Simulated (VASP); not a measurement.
# SiC (P1) in VASP: single point with r2SCAN

Aim: the single point of SiC with r2SCAN.

Program: VASP 6.6.1. These are calculated values, not measurements. Logs are shortened: lines on timing, memory, paths and dates and some standing lists are left out, and cuts for length are marked.

## Step 1: The cell of the first run

The typed cell holds 4 atoms: a = 3.075 Å, b = 3.075 Å, c = 5.048 Å, α = 90.00°, β = 90.00°, γ = 120.00°.

## Step 2: Single point, r2SCAN (atom 3 (C) moved by (+0.100, +0.100) A along [1 1 0] and z)

File POSCAR:

```
SiC
1.0
    3.0751950076      0.0000000000      0.0000000000
   -1.5375975038      2.6631969982      0.0000000000
    0.0000000000      0.0000000000      5.0481668526
Si C
2 2
Direct
    0.3333333333      0.6666666667      0.0046028828
    0.6666666667      0.3333333333      0.5046028828
    0.3696027429      0.6932177172      0.4002062881
    0.6666666667      0.3333333333      0.8803971172
```

File INCAR.step1:

```
PREC = Accurate
ENCUT = 520
ISMEAR = 0
SIGMA = 0.05
LREAL = False
LASPH = True
NELM = 80
NBANDS = 16
GGA = PE
ALGO = Normal
EDIFF = 1E-4
LWAVE = True
LCHARG = False
```

File INCAR.step2:

```
PREC = Accurate
ENCUT = 520
EDIFF = 1E-7
ISMEAR = 0
SIGMA = 0.05
LREAL = False
LASPH = True
NELM = 80
ALGO = Normal
ISIF = 2
LWAVE = False
LCHARG = True
METAGGA = R2SCAN
LMIXTAU = True
LELF = True
LVHAR = True
NBANDS = 16
ISTART = 1
```

File KPOINTS:

```
Automatic mesh
0
Gamma
  12 12 6
```

Potentials or basis: VASP PAW PBE potentials, release 64 (Si, C).

The run is started by

```console
> cat potpaw_PBE.64/Si/POTCAR potpaw_PBE.64/C/POTCAR > POTCAR
> cp INCAR.step1 INCAR
> mpirun -np 1 vasp_std > vasp.out
> cp INCAR.step2 INCAR
> mpirun -np 1 vasp_std > vasp.out
```

OUTCAR:

```text
PREC = Accurate
   ENCUT = 520
   EDIFF = 1E-7
   ISMEAR = 0
   LREAL = False
   LASPH = True
   NELM = 80
   ISIF = 2
   METAGGA = R2SCAN
   ISTART = 1

 ion  position               nearest neighbor table
   1  0.333  0.667  0.005-   4 1.88   4 1.88   4 1.88   3 2.00   2 3.09   2 3.09   2 3.09   2 3.09
                             2 3.09   2 3.09
   2  0.667  0.333  0.505-   3 1.79   3 1.83   4 1.90   3 1.94   1 3.09   1 3.09   1 3.09   1 3.09
                             1 3.09   1 3.09
   3  0.370  0.693  0.400-   2 1.79   2 1.83   2 1.94   1 2.00
   4  0.667  0.333  0.880-   1 1.88   1 1.88   1 1.88   2 1.90

  LATTYP: Found a hexagonal cell.
 ALAT       =     3.0751950076
 C/A-ratio  =     1.6415761733

  Lattice vectors:

 A1 = (   3.0751950076,   0.0000000000,   0.0000000000)
 A2 = (  -1.5375975038,   2.6631969982,   0.0000000000)
 A3 = (   0.0000000000,   0.0000000000,   5.0481668526)

Analysis of symmetry for initial positions (statically):
=====================================================================
 Subroutine PRICEL returns:
 Original cell was already a primitive cell.

 Routine SETGRP: Setting up the symmetry group for a
 hexagonal supercell.

 Subroutine GETGRP returns: Found  1 space group operations
 (whereof  1 operations were pure point group operations)
 out of a pool of 24 trial point group operations.

The static configuration has the point symmetry C_1 .

Analysis of symmetry for dynamics (positions and initial velocities):
=====================================================================
 Subroutine PRICEL returns:
 Original cell was already a primitive cell.

 Routine SETGRP: Setting up the symmetry group for a
 hexagonal supercell.

 Subroutine GETGRP returns: Found  1 space group operations
 (whereof  1 operations were pure point group operations)
 out of a pool of 24 trial point group operations.

The dynamic configuration has the point symmetry C_1 .

 Subroutine INISYM returns: Found  1 space group operations
 (whereof  1 operations are pure point group operations),
 and found     1 'primitive' translations

----------------------------------------------------------------------------------------

                                     Primitive cell

  volume of cell :      41.3437

  direct lattice vectors                    reciprocal lattice vectors
     3.075195008  0.000000000  0.000000000     0.325182630  0.187744279  0.000000000
    -1.537597504  2.663196998  0.000000000     0.000000000  0.375488558  0.000000000
     0.000000000  0.000000000  5.048166853     0.000000000  0.000000000  0.198091709

  length of vectors
     3.075195008  3.075195008  5.048166853     0.375488558  0.375488558  0.198091709

  position of ions in fractional coordinates (direct lattice)
     0.333333333  0.666666667  0.004602883
     0.666666667  0.333333333  0.504602883
     0.369602743  0.693217717  0.400206288
     0.666666667  0.333333333  0.880397117

  ion indices of the primitive-cell ions
   primitive index   ion index
                 1           1
                 2           2
                 3           3
                 4           4

----------------------------------------------------------------------------------------

 KPOINTS: Automatic mesh

Automatic generation of k-mesh.
 Grid dimensions read from file:
 generate k-points for:   12   12    6

 Generating k-lattice:

  Cartesian coordinates                     Fractional coordinates (reciprocal lattice)
     0.027098552  0.015645357  0.000000000     0.083333333 -0.000000000  0.000000000
     0.000000000  0.031290713  0.000000000     0.000000000  0.083333333  0.000000000
     0.000000000  0.000000000  0.033015285     0.000000000  0.000000000  0.166666667

  Length of vectors
     0.031290713  0.031290713  0.033015285

  Shift w.r.t. Gamma in fractional coordinates (k-lattice)
     0.000000000  0.000000000  0.000000000

 Subroutine IBZKPT returns following result:
 ===========================================

 Found    436 irreducible k-points:

 Following reciprocal coordinates:
            Coordinates               Weight
  0.000000  0.000000  0.000000      1.000000
  0.083333  0.000000  0.000000      2.000000
  0.000000  0.083333  0.000000      2.000000
 -0.083333  0.083333  0.000000      2.000000
  0.166667  0.000000  0.000000      2.000000
  0.000000  0.166667  0.000000      2.000000
[... 16 lines left out ...]
  0.166667  0.083333  0.000000      2.000000
 -0.083333  0.250000  0.000000      2.000000
 [... further k-points ...]
   k-points           NKPTS =    436   k-points in BZ     NKDIM =    436   number of bands    NBANDS=     16
   number of dos      NEDOS =    301   number of ions     NIONS =      4
   total plane-waves  NPLWV =  23040
   dimension x,y,z NGX =    24 NGY =   24 NGZ =   40
   dimension x,y,z NGXF=    48 NGYF=   48 NGZF=   80
   ions per type =               2   2
   NGX,Y,Z   is equivalent  to a cutoff of  12.97, 12.97, 13.17 a.u.
   NGXF,Y,Z  is equivalent  to a cutoff of  25.95, 25.95, 26.35 a.u.
 SYSTEM =  unknown system
   PREC   = accura    normal or accurate (medium, high low for compatibility)
   ISTART =      1    job   : 0-new  1-cont  2-samecut
   ICHARG =      0    charge: 1-file 2-atom 10-const
   ISPIN  =      1    spin polarized calculation?
   LNONCOLLINEAR =      F non collinear calculations
   LSORBIT =      F    spin-orbit coupling
   LASPH  =      T    aspherical Exc in radial PAW
   ENCUT  =  520.0 eV  38.22 Ry    6.18 a.u.   5.72  5.72  9.39*2*pi/ulx,y,z
   NELM   =     80;   NELMIN=  2; NELMDL=  0     # of ELM steps
   EDIFF  = 0.1E-06   stopping-criterion for ELM
   LREAL  =      F    real-space projection
   EDIFFG = 0.1E-05   stopping-criterion for IOM
   NSW    =      0    number of steps for IOM
   IBRION =     -1    ionic relax: 0-MD 1-quasi-New 2-CG
   NFREE  =      0    steps in history (QN), initial steepest desc. (CG)
   ISIF   =      2    stress and relaxation
   ISYM   =      2    0-nonsym 1-usesym 2-fastsym
   POTIM  = 0.5000    time-step for ionic-motion
   TEBEG  =    0.0;   TEEND  =   0.0 temperature during run
   PSTRESS=    0.0 pullay stress
   NELECT =      16.0000    total number of electrons
   NUPDOWN=      -1.0000    fix difference up-down
   EMIN   =  10.00;   EMAX   =-10.00  energy-range for DOS
   EFERMI =   0.00;   METHOD = LEGACY
   ISMEAR =     0;   SIGMA  =   0.05  broadening in eV -4-tet -1-fermi 0-gaus
   EFERMI_NEDOS =   21; number of points for ismear=-14 and -15
   IALGO  =     38    algorithm
   IMIX   =      4    mixing-type and parameters
     AMIX     =   0.40;   BMIX     =  1.00
     AMIX_MAG =   1.60;   BMIX_MAG =  1.00
  volume/ion in A,a.u.               =      10.34        69.75
  Fermi-wavevector in a.u.,A,eV,Ry     =   1.193012  2.254466 19.364879  1.423278
  Thomas-Fermi vector in A             =   2.329037
   LORBIT       =      0    0 simple, 1 ext, 2 COOP (PROOUT), +10 PAW based schemes
   METAGGA = R2SCAN    functional components
   LHFCALC =     F    Hartree Fock is set to
   AEXX    =    0.0000 exact exchange contribution
   IVDW    =     0    specifies the selected vdW correction
   LEPSILON=     F    determine dielectric tensor
   LRPA    =     F    only Hartree local field effects (RPA)
 non-spin polarized calculation
 Gauss-broadening in eV      SIGMA  =   0.05
  energy-cutoff  :      520.00
  volume of cell :       41.34
 maximum number of plane-waves:      1126
   NGX = 11   NGY = 11   NGZ = 19

 number of electron      16.0000000 magnetization

 Free energy of the ion-electron system (eV)
  ---------------------------------------------------
  ext. energy  EPLUGINS =         0.00000000
  ---------------------------------------------------
  free energy    TOTEN  =       -38.41313253 eV

  energy without entropy =      -38.41313253  energy(sigma->0) =      -38.41313253

 E-fermi :   8.6199     XC(G=0): -11.9291

 val. band max:        8.3800094675   @ k =   0.0000   0.0000   0.0000
 cond. band min:      10.9876277855   @ k =   0.3333   0.3333   0.0000
 fundamental gap:      2.6076183180
 Fermi energy:         8.6198672618

 k-point     1 :       0.0000    0.0000    0.0000
  band No.  band energies     occupation
      1      -8.2265      2.00000
      2      -4.6514      2.00000
      3      -0.6857      2.00000
      4       6.3105      2.00000
      5       6.9079      2.00000
      6       7.9476      2.00000
[... 8 lines left out ...]
     15      17.9872      0.00000
     16      20.0593      0.00000

 k-point     2 :       0.0833    0.0000    0.0000
  band No.  band energies     occupation
      1      -8.1023      2.00000
      2      -4.5450      2.00000
      3      -0.5703      2.00000
      4       6.0796      2.00000
      5       6.2187      2.00000
      6       7.6387      2.00000
[... 8 lines left out ...]
     15      18.2617      0.00000
     16      19.1734      0.00000

 k-point     3 :       0.0000    0.0833    0.0000
  band No.  band energies     occupation
      1      -8.1011      2.00000
      2      -4.5454      2.00000
      3      -0.5687      2.00000
      4       5.7098      2.00000
      5       6.6254      2.00000
      6       7.4804      2.00000
[... 8 lines left out ...]
     15      17.8951      0.00000
     16      19.2124      0.00000

 k-point     4 :      -0.0833    0.0833    0.0000
  band No.  band energies     occupation
      1      -8.1014      2.00000
      2      -4.5453      2.00000
      3      -0.5691      2.00000
      4       5.7622      2.00000
      5       6.5634      2.00000
      6       7.5242      2.00000
[... 8 lines left out ...]
     15      18.0539      0.00000
     16      19.2195      0.00000
[... 324 lines left out ...]
 k-point    22 :      -0.1667    0.0833    0.0000
  band No.  band energies     occupation
      1      -7.8550      2.00000
      2      -4.3371      2.00000
      3      -0.3431      2.00000
      4       5.0901      2.00000
      5       5.6893      2.00000
      6       6.9845      2.00000
[... 8 lines left out ...]
     15      18.5267      0.00000
     16      18.9174      0.00000

 k-point    23 :       0.1667    0.0833    0.0000
  band No.  band energies     occupation
      1      -7.3686      2.00000
      2      -3.9438      2.00000
      3       0.0862      2.00000
      4       3.6140      2.00000
      5       4.8726      2.00000
      6       5.9568      2.00000
[... 8 lines left out ...]
     15      18.6137      0.00000
     16      19.4730      0.00000

 k-point    24 :      -0.0833    0.2500    0.0000
  band No.  band energies     occupation
      1      -7.3586      2.00000
      2      -3.9487      2.00000
      3       0.0968      2.00000
      4       3.3413      2.00000
      5       5.1012      2.00000
      6       5.8544      2.00000
[... 8 lines left out ...]
     15      18.4795      0.00000
     16      19.2957      0.00000

 [... further k-points ...]

------------------------ aborting loop because EDIFF is reached ----------------------------------------

  FORCE on cell =-STRESS in cart. coord.  units (eV):
  Direction    XX          YY          ZZ          XY          YZ          ZX
  --------------------------------------------------------------------------------------
  -------------------------------------------------------------------------------------
  Total       -0.1368205      1.6380090     -0.4785155     -0.7833856      0.3768224      0.2162373
  in kB       -5.3021524     63.4771193    -18.5437225    -30.3582329     14.6028524      8.3797609
  external PRESSURE =      13.2104148 kB  Pullay stress =       0.0000000 kB

 VOLUME and BASIS-vectors are now :
 -----------------------------------------------------------------------------
  energy-cutoff  :      520.00
  volume of cell :       41.34
      direct lattice vectors                 reciprocal lattice vectors
     3.075195008  0.000000000  0.000000000     0.325182630  0.187744279  0.000000000
    -1.537597504  2.663196998  0.000000000     0.000000000  0.375488558  0.000000000
     0.000000000  0.000000000  5.048166853     0.000000000  0.000000000  0.198091709

 POSITION                                       TOTAL-FORCE (eV/Angst)
 -----------------------------------------------------------------------------------
     -0.00000      1.77546      0.02324         0.181274      0.185079      0.586376
      1.53760      0.88773      2.54732         1.163327      1.506371      1.081522
      0.07071      1.84618      2.02031        -1.350300     -1.702791     -2.329494
      1.53760      0.88773      4.44439         0.005700      0.011340      0.661597
 -----------------------------------------------------------------------------------
    total drift:                               -0.000047     -0.000004     -0.000383

  FREE ENERGIE OF THE ION-ELECTRON SYSTEM (eV)
  ---------------------------------------------------
  free  energy   TOTEN  =       -38.4131325331 eV

  energy  without entropy=      -38.4131325331  energy(sigma->0) =      -38.41313253
```

Wall time 12 min (1 thread of Intel Xeon Platinum 8488C (Sapphire Rapids), shared host); peak memory 0.35 GiB.

Results:

```yaml
Free_energy: -38.4131 eV
Pressure: 1.3 GPa
Largest_force: 3.186 eV/Å
Band_gap_on_the_k_mesh: 2.61 eV (least direct gap 4.51 eV)
```

Forces in eV/Å, atoms in the order of the input:
```
Si   0.181  0.185  0.586
Si   1.163  1.506  1.082
C   -1.350 -1.703 -2.329
C    0.006  0.011  0.662
```

Caveat: the cell differs from its parent crystal (atom 3 (C) moved by (+0.100, +0.100) A along [1 1 0] and z); the PAW data sets were made with another functional, which shifts forces and pressure a little. A k mesh can miss the band edges.
